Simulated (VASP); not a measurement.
# TePb (I4/mmm) in VASP: notebook, part 2 of 2

VASP 6.6.1.

## (3) Single point, PBEsol

This run uses another cell than the first one, of the same volume but with other edges.

Contents of INCAR:

```
SYSTEM = TePb
PREC = Accurate ; ENCUT = 520
EDIFF = 1E-7 ; ISMEAR = 0
SIGMA = 0.05 ; LREAL = .FALSE.
LASPH = .TRUE. ; NELM = 60
ALGO = Normal ; ISIF = 2
LWAVE = .FALSE. ; LCHARG = .FALSE.
GGA = PS ; NBANDS = 17
```

Contents of KPOINTS:

```
regular mesh
0
G
  8 8 8
  0 0 0
```

Contents of POSCAR:

```
TePb
1.0
    0.0000000000      2.8750748938      4.0653558998
    2.8750748938      0.0000000000      4.0653558998
    2.8750748938      2.8750748938      0.0000000000
Te Pb
1 1
Direct
    0.5000000000      0.5000000000      0.5000000000
    0.0000000000      0.0000000000      0.0000000000
```

Potentials or basis: VASP PAW PBE potentials, release 64 (Te, Pb_d).

Launch:

```bash
$ cat potpaw_PBE.64/Te/POTCAR potpaw_PBE.64/Pb_d/POTCAR > POTCAR
$ mpirun -np 1 vasp_std > vasp.out
```

OUTCAR:

```text
SYSTEM = TePb
   PREC = Accurate
   ENCUT = 520
   EDIFF = 1E-7
   ISMEAR = 0
   LREAL = .FALSE.
   LASPH = .TRUE.
   NELM = 60
   ISIF = 2
   GGA = PS

 ion  position               nearest neighbor table
   1  0.500  0.500  0.500-   2 2.88   2 2.88   2 2.88   2 2.88
   2  0.000  0.000  0.000-   1 2.88   1 2.88   1 2.88   1 2.88

  LATTYP: Found a body centered tetragonal cell.
 ALAT       =     4.0659699077
 C/A-ratio  =     1.9996979772

  Lattice vectors:

 A1 = (  -2.8750748938,   0.0000000000,   4.0653558998)
 A2 = (   2.8750748938,   0.0000000000,   4.0653558998)
 A3 = (   0.0000000000,   2.8750748938,  -4.0653558998)

Analysis of symmetry for initial positions (statically):
=====================================================================
 Subroutine PRICEL returns:
 Original cell was already a primitive cell.

 Routine SETGRP: Setting up the symmetry group for a
 body centered tetragonal supercell.

 Subroutine GETGRP returns: Found 16 space group operations
 (whereof 16 operations were pure point group operations)
 out of a pool of 16 trial point group operations.

The static configuration has the point symmetry D_4h.

Analysis of symmetry for dynamics (positions and initial velocities):
=====================================================================
 Subroutine PRICEL returns:
 Original cell was already a primitive cell.

 Routine SETGRP: Setting up the symmetry group for a
 body centered tetragonal supercell.

 Subroutine GETGRP returns: Found 16 space group operations
 (whereof 16 operations were pure point group operations)
 out of a pool of 16 trial point group operations.

The dynamic configuration has the point symmetry D_4h.

 Subroutine INISYM returns: Found 16 space group operations
 (whereof 16 operations are pure point group operations),
 and found     1 'primitive' translations

----------------------------------------------------------------------------------------

                                     Primitive cell

  volume of cell :      67.2089

  direct lattice vectors                    reciprocal lattice vectors
     0.000000000  2.875074894  4.065355900    -0.173908513  0.173908513  0.122990462
     2.875074894  0.000000000  4.065355900     0.173908513 -0.173908513  0.122990462
     2.875074894  2.875074894  0.000000000     0.173908513  0.173908513 -0.122990462

  length of vectors
     4.979274469  4.979274469  4.065969908     0.274981810  0.274981810  0.274981810

  position of ions in fractional coordinates (direct lattice)
     0.500000000  0.500000000  0.500000000
     0.000000000  0.000000000  0.000000000

  ion indices of the primitive-cell ions
   primitive index   ion index
                 1           1
                 2           2

----------------------------------------------------------------------------------------

 KPOINTS: regular mesh

Automatic generation of k-mesh.
 Grid dimensions read from file:
 generate k-points for:    8    8    8

 Generating k-lattice:

  Cartesian coordinates                     Fractional coordinates (reciprocal lattice)
    -0.021738564  0.021738564  0.015373808     0.125000000  0.000000000  0.000000000
     0.021738564 -0.021738564  0.015373808     0.000000000  0.125000000  0.000000000
     0.021738564  0.021738564 -0.015373808    -0.000000000 -0.000000000  0.125000000

  Length of vectors
     0.034372726  0.034372726  0.034372726

  Shift w.r.t. Gamma in fractional coordinates (k-lattice)
     0.000000000  0.000000000  0.000000000

 Subroutine IBZKPT returns following result:
 ===========================================

 Found     59 irreducible k-points:

 Following reciprocal coordinates:
            Coordinates               Weight
  0.000000  0.000000  0.000000      1.000000
  0.125000  0.000000  0.000000      8.000000
  0.250000  0.000000  0.000000      8.000000
  0.375000  0.000000  0.000000      8.000000
  0.500000  0.000000  0.000000      4.000000
  0.125000  0.125000  0.000000      2.000000
[... 16 lines left out ...]
  0.250000  0.000000  0.125000     16.000000
  0.375000  0.000000  0.125000     16.000000
 [... further k-points ...]
   k-points           NKPTS =     59   k-points in BZ     NKDIM =     59   number of bands    NBANDS=     17
   number of dos      NEDOS =    301   number of ions     NIONS =      2
   total plane-waves  NPLWV =  48000
   dimension x,y,z NGX =    40 NGY =   40 NGZ =   30
   dimension x,y,z NGXF=    80 NGYF=   80 NGZF=   60
   ions per type =               1   1
   NGX,Y,Z   is equivalent  to a cutoff of  13.36, 13.36, 12.27 a.u.
   NGXF,Y,Z  is equivalent  to a cutoff of  26.71, 26.71, 24.53 a.u.
 SYSTEM =  TePb
   PREC   = accura    normal or accurate (medium, high low for compatibility)
   ISTART =      0    job   : 0-new  1-cont  2-samecut
   ICHARG =      2    charge: 1-file 2-atom 10-const
   ISPIN  =      1    spin polarized calculation?
   LNONCOLLINEAR =      F non collinear calculations
   LSORBIT =      F    spin-orbit coupling
   LASPH  =      T    aspherical Exc in radial PAW
   ENCUT  =  520.0 eV  38.22 Ry    6.18 a.u.   9.26  9.26  7.56*2*pi/ulx,y,z
   NELM   =     60;   NELMIN=  2; NELMDL= -5     # of ELM steps
   EDIFF  = 0.1E-06   stopping-criterion for ELM
   LREAL  =      F    real-space projection
   EDIFFG = 0.1E-05   stopping-criterion for IOM
   NSW    =      0    number of steps for IOM
   IBRION =     -1    ionic relax: 0-MD 1-quasi-New 2-CG
   NFREE  =      0    steps in history (QN), initial steepest desc. (CG)
   ISIF   =      2    stress and relaxation
   ISYM   =      2    0-nonsym 1-usesym 2-fastsym
   POTIM  = 0.5000    time-step for ionic-motion
   TEBEG  =    0.0;   TEEND  =   0.0 temperature during run
   PSTRESS=    0.0 pullay stress
   NELECT =      20.0000    total number of electrons
   NUPDOWN=      -1.0000    fix difference up-down
   EMIN   =  10.00;   EMAX   =-10.00  energy-range for DOS
   EFERMI =   0.00;   METHOD = LEGACY
   ISMEAR =     0;   SIGMA  =   0.05  broadening in eV -4-tet -1-fermi 0-gaus
   EFERMI_NEDOS =   21; number of points for ismear=-14 and -15
   IALGO  =     38    algorithm
   IMIX   =      4    mixing-type and parameters
     AMIX     =   0.40;   BMIX     =  1.00
     AMIX_MAG =   1.60;   BMIX_MAG =  1.00
  volume/ion in A,a.u.               =      33.60       226.77
  Fermi-wavevector in a.u.,A,eV,Ry     =   1.092972  2.065418 16.253366  1.194589
  Thomas-Fermi vector in A             =   2.229249
   LORBIT       =      0    0 simple, 1 ext, 2 COOP (PROOUT), +10 PAW based schemes
   GGA     = PS    functional components
   LHFCALC =     F    Hartree Fock is set to
   AEXX    =    0.0000 exact exchange contribution
   IVDW    =     0    specifies the selected vdW correction
   LEPSILON=     F    determine dielectric tensor
   LRPA    =     F    only Hartree local field effects (RPA)
 non-spin polarized calculation
 Gauss-broadening in eV      SIGMA  =   0.05
  energy-cutoff  :      520.00
  volume of cell :       67.21
 maximum number of plane-waves:      1835
 NGX is ok and might be reduce to    40

 number of electron      20.0000001 magnetization

 Free energy of the ion-electron system (eV)
  ---------------------------------------------------
  ext. energy  EPLUGINS =         0.00000000
  ---------------------------------------------------
  free energy    TOTEN  =        -6.95923755 eV

  energy without entropy =       -6.95726741  energy(sigma->0) =       -6.95825248

 E-fermi :   6.1162     XC(G=0):  -9.3243

 val. band max:        6.1102310750   @ k =  -0.2500   0.1250   0.0000
 cond. band min:       6.1496977383   @ k =  -0.2500   0.0000   0.1250
 fundamental gap:      0.0394666634
 Fermi energy:         6.1161841792

 k-point     1 :       0.0000    0.0000    0.0000
  band No.  band energies     occupation
      1     -11.2335      2.00000
      2     -11.1062      2.00000
      3     -11.0986      2.00000
      4     -11.0671      2.00000
      5     -11.0671      2.00000
      6      -7.2561      2.00000
[... 9 lines left out ...]
     16      12.5434      0.00000
     17      12.5434      0.00000
[... 441 lines left out ...]
 k-point    24 :       0.3750    0.0000    0.1250
  band No.  band energies     occupation
      1     -11.1986      2.00000
      2     -11.1616      2.00000
      3     -11.0875      2.00000
      4     -11.0664      2.00000
      5     -11.0357      2.00000
      6      -6.0227      2.00000
[... 9 lines left out ...]
     16      14.7441      0.00000
     17      15.2434      0.00000

 [... further k-points ...]

------------------------ aborting loop because EDIFF is reached ----------------------------------------

  FORCE on cell =-STRESS in cart. coord.  units (eV):
  Direction    XX          YY          ZZ          XY          YZ          ZX
  --------------------------------------------------------------------------------------
  -------------------------------------------------------------------------------------
  Total        7.5268652      7.5268652     -1.7616019      0.0000000      0.0000000     -0.0000000
  in kB      179.4311443    179.4311443    -41.9944082      0.0000000      0.0000000     -0.0000000
  external PRESSURE =     105.6226268 kB  Pullay stress =       0.0000000 kB

 VOLUME and BASIS-vectors are now :
 -----------------------------------------------------------------------------
  energy-cutoff  :      520.00
  volume of cell :       67.21
      direct lattice vectors                 reciprocal lattice vectors
     0.000000000  2.875074894  4.065355900    -0.173908513  0.173908513  0.122990462
     2.875074894  0.000000000  4.065355900     0.173908513 -0.173908513  0.122990462
     2.875074894  2.875074894  0.000000000     0.173908513  0.173908513 -0.122990462

 POSITION                                       TOTAL-FORCE (eV/Angst)
 -----------------------------------------------------------------------------------
      2.87507      2.87507      4.06536         0.000000      0.000000     -0.000000
      0.00000      0.00000      0.00000         0.000000      0.000000      0.000000
 -----------------------------------------------------------------------------------
    total drift:                                0.000000     -0.000000     -0.000000

  FREE ENERGIE OF THE ION-ELECTRON SYSTEM (eV)
  ---------------------------------------------------
  free  energy   TOTEN  =        -6.9592375501 eV

  energy  without entropy=       -6.9572674056  energy(sigma->0) =       -6.95825248
```

stdout:

```text
POSCAR found type information on POSCAR TePb
 POSCAR found :  2 types and       2 ions
 scaLAPACK will be used
 -----------------------------------------------------------------------------
|                                                                             |
|                                                                             |
|     You enforced a specific xc type in the INCAR file but a different       |
|     I HOPE YOU KNOW WHAT YOU ARE DOING!                                     |
|                                                                             |
 -----------------------------------------------------------------------------

 LDA part: xc-table for (Slater+PW92), standard interpolation
 POSCAR, INCAR and KPOINTS ok, starting setup
 FFT: planning ... GRIDC
 FFT: planning ... GRID_SOFT
 FFT: planning ... GRID
 WAVECAR not read
 entering main loop
```

Run time: 60 s. Hardware: 1 thread of Intel Xeon Platinum 8259CL at 2.50GHz (Skylake/Cascade Lake), shared host; peak memory 0.25 GiB.

Results:

| Property | Result |
| --- | --- |
| Free energy | -6.9592 eV |
| Pressure | 10.6 GPa |
| Band gap on the k mesh | zero (bands 10 and 11 overlap by 0.85 eV) |

Caveat: the cell stands under pressure; the PAW data sets were made with another functional, which shifts forces and pressure a little; spin-orbit coupling is left out, which moves the levels of the heavy elements.

## (4) Single point, PBEsol

This run uses another cell than the first one, of the same volume but with other edges.

Contents of INCAR:

```
PREC = Accurate
ENCUT = 520
EDIFF = 1E-6
ISMEAR = 0
SIGMA = 0.05
LREAL = False
LASPH = True
NELM = 60
ALGO = Normal
ISIF = 2
LWAVE = False
LCHARG = False
GGA = PS
NBANDS = 17
```

Contents of KPOINTS:

```
Automatic mesh
0
Gamma
  8 8 8
```

Contents of POSCAR:

```
TePb
1.0
    0.0000000000      3.0367232652      3.6440679182
    3.0367232652      0.0000000000      3.6440679182
    3.0367232652      3.0367232652      0.0000000000
Te Pb
1 1
Direct
    0.5000000000      0.5000000000      0.5000000000
    0.0000000000      0.0000000000      0.0000000000
```

Launch:

```bash
$ cat potpaw_PBE.64/Te/POTCAR potpaw_PBE.64/Pb_d/POTCAR > POTCAR
$ mpirun -np 1 vasp_std > vasp.out
```

Run time: 42 s. Hardware: 1 thread of Intel Xeon Platinum 8259CL at 2.50GHz (Skylake/Cascade Lake), shared host; peak memory 0.23 GiB.

It converged, with:

| Quantity | Value |
| --- | --- |
| Free energy | -7.8213 eV |
| Pressure | 3.6 GPa |
| Band gap on the k mesh | 0.09 eV (least direct gap 0.26 eV) |

Stress tensor (GPa, compression positive):
```
 8.68  0.00  0.00
 0.00  8.68  0.00
 0.00  0.00 -6.45
```

Levels at points of the mesh, in eV from the valence-band top:
| k point | band 7 | band 8 | band 9 | band 10 | band 11 | band 12 | band 13 | band 14 |
| --- | --- | --- | --- | --- | --- | --- | --- | --- |
| (0.00, 0.00, 0.00) | -5.77 | -2.33 | -2.33 | -1.08 | 1.76 | 4.67 | 4.74 | 5.07 |
| (0.50, 0.00, 0.00) | -9.24 | -1.73 | -1.02 | -0.14 | 0.12 | 1.05 | 1.18 | 7.73 |
| (0.50, 0.50, 0.00) | -6.66 | -4.80 | -3.07 | -3.07 | 3.18 | 4.85 | 5.74 | 5.74 |
| (0.50, 0.00, 0.50) | -8.04 | -5.22 | -4.32 | -2.48 | 2.72 | 2.99 | 7.08 | 7.13 |

Caveat: the cell stands under pressure; the PAW data sets were made with another functional, which shifts forces and pressure a little; spin-orbit coupling is left out, which moves the levels of the heavy elements. A k mesh can miss the band edges.

## (5) Single point, PBEsol

This run uses another cell than the first one, of the same volume but with other edges.

Contents of INCAR:

```
SYSTEM = TePb
PREC = Accurate ; ENCUT = 520
EDIFF = 1E-6 ; ISMEAR = 0
SIGMA = 0.05 ; LREAL = .FALSE.
LASPH = .TRUE. ; NELM = 60
ALGO = Normal ; ISIF = 2
LWAVE = .FALSE. ; LCHARG = .FALSE.
GGA = PS ; NBANDS = 17
```

Contents of KPOINTS:

```
Automatic mesh
0
G
  8 8 8
  0 0 0
```

Contents of POSCAR:

```
TePb
1.0
    0.0000000000      3.5056409327      2.7343999275
    3.5056409327      0.0000000000      2.7343999275
    3.5056409327      3.5056409327      0.0000000000
Te Pb
1 1
Direct
    0.5000000000      0.5000000000      0.5000000000
    0.0000000000      0.0000000000      0.0000000000
```

Launch:

```bash
$ cat potpaw_PBE.64/Te/POTCAR potpaw_PBE.64/Pb_d/POTCAR > POTCAR
$ mpirun -np 1 vasp_std > vasp.out
```

It took 51 s on 1 thread of Intel Xeon Platinum 8259CL at 2.50GHz (Skylake/Cascade Lake), shared host; peak memory 0.25 GiB.

The run converged. Its results:

* Free energy: -7.0546 eV
* Pressure: 6.8 GPa
* Band gap on the k mesh: zero (bands 10 and 11 overlap by 1.01 eV)

Stress tensor (GPa, compression positive):
```
-4.01  0.00  0.00
 0.00 -4.01  0.00
 0.00  0.00 28.51
```

Levels at points of the mesh, in eV from the Fermi level:
```csv
k point,band 8,band 9,band 10,band 11,band 12,band 13
"(0.00, 0.00, 0.00)",-4.21,-1.57,-1.57,1.62,1.62,4.45
"(0.50, 0.00, 0.00)",-2.16,-2.15,-0.69,-0.17,0.77,2.03
"(0.50, 0.50, 0.00)",-6.00,-4.25,-4.25,1.88,4.27,4.27
"(0.50, 0.00, 0.50)",-5.45,-5.05,-2.19,2.06,2.92,4.95
```

Caveat: the cell stands under pressure; the PAW data sets were made with another functional, which shifts forces and pressure a little; spin-orbit coupling is left out, which moves the levels of the heavy elements.

## (6) Single point, PBEsol

This run uses another cell than the first one, of the same volume but with other edges.

INCAR is that of step 5.

Contents of KPOINTS:

```
regular mesh
0
G
  8 8 8
  0 0 0
```

Contents of POSCAR:

```
TePb
1.0
    0.0000000000      3.3179488732      3.0525129633
    3.3179488732      0.0000000000      3.0525129633
    3.3179488732      3.3179488732      0.0000000000
Te Pb
1 1
Direct
    0.5000000000      0.5000000000      0.5000000000
    0.0000000000      0.0000000000      0.0000000000
```

Potentials or basis: VASP PAW PBE potentials, release 64 (Te, Pb_d).

Launch:

```bash
$ cat potpaw_PBE.64/Te/POTCAR potpaw_PBE.64/Pb_d/POTCAR > POTCAR
$ mpirun -np 1 vasp_std > vasp.out
```

It took 46 s on 1 thread of Intel Xeon Platinum 8259CL at 2.50GHz (Skylake/Cascade Lake), shared host; peak memory 0.24 GiB.

The run converged. Its results:

- Free energy: -8.1305 eV
- Pressure: 0.8 GPa
- Band gap on the k mesh: 0.32 eV

Stress tensor (GPa, compression positive):
```
-3.10  0.00  0.00
 0.00 -3.10  0.00
 0.00  0.00  8.50
```

Levels at points of the mesh, in eV from the valence-band top:
```csv
k point,band 8,band 9,band 10,band 11,band 12,band 13
"(0.00, 0.00, 0.00)",-2.17,-1.30,-1.30,3.20,3.20,5.25
"(0.50, 0.00, 0.00)",-1.23,-1.12,0.00,0.32,0.82,1.36
"(0.50, 0.50, 0.00)",-4.91,-3.20,-3.20,2.79,5.05,5.05
"(0.50, 0.00, 0.50)",-4.75,-3.45,-2.54,3.09,4.34,6.11
```

Caveat: the PAW data sets were made with another functional, which shifts forces and pressure a little; spin-orbit coupling is left out, which moves the levels of the heavy elements.

## (7) Overview

| cell | gap on the mesh (eV) | pressure (GPa) |
| --- | --- | --- |
| a = 4.436, b = 4.436, c = 5.123 Å, angles 54.7, 54.7, 70.5°, 2 atoms | none | 13.8 |
| a = 4.979, b = 4.979, c = 4.066 Å, angles 65.9, 65.9, 48.2°, 2 atoms | none | 10.6 |
| a = 4.744, b = 4.744, c = 4.295 Å, angles 63.1, 63.1, 53.8°, 2 atoms | 0.09 | 3.6 |
| a = 4.446, b = 4.446, c = 4.958 Å, angles 56.1, 56.1, 67.8°, 2 atoms | none | 6.8 |
| a = 4.509, b = 4.509, c = 4.692 Å, angles 58.6, 58.6, 62.7°, 2 atoms | 0.32 | 0.8 |

Alike in all rows: task single point; level PBEsol; potentials or basis VASP PAW PBE potentials, release 64 (Te, Pb_d); no spin polarisation; k mesh 8 × 8 × 8; cutoff (eV) 520; smearing gaussian 0.05 eV.

Caveats: the PAW data sets were made with another functional, which shifts forces and pressure a little; spin-orbit coupling is left out, which moves the levels of the heavy elements; the cell stands under pressure (at least some runs).

Total energies depend on the potentials used, so only differences within one code and one set of settings carry meaning.
